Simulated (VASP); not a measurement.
Runs of VASP 6.6.1 on As. The structure is that of space group Fm-3m (No. 225), or close to it. The cells are those of the table. This isn't the form of As at room conditions, which is rhombohedral.

| task | cell | gap on the mesh (eV) | pressure (GPa) |
| --- | --- | --- | --- |
| single point | a = 2.652 Å, angles 60.0°, 1 atom | none | 61.8 |
| single point | a = 2.966 Å, angles 60.0°, 1 atom | none | (a) |
| relaxation of cell and atoms | relaxed to 60 GPa from a = 3.125 Å, angles 60.0°, 1 atom | none | 60.0 |
| relaxation of cell and atoms | relaxed from a = 3.125 Å, angles 60.0°, 1 atom | none | 0.0 |
| single point | a = 2.717 Å, angles 60.0°, 1 atom | none | 41.2 |

Alike in all rows: level PBEsol; potentials or basis VASP PAW PBE potentials, release 64 (As); no spin polarisation; k mesh 9 × 9 × 9; cutoff (eV) 500; smearing fermi-dirac 0.1 eV.

Fill in the values left out.

(a) 0.2.

Caveats: the PAW data sets were made with another functional, which shifts forces and pressure a little; the cell stands under pressure (at least some runs); the cell is relaxed towards a set pressure, so the run minimises the enthalpy, not the energy (at least some runs).

A k mesh can miss the band edges, and the runs leave out spin-orbit coupling on As.

A gap of «none» marks levels without a gap at the run's occupations.
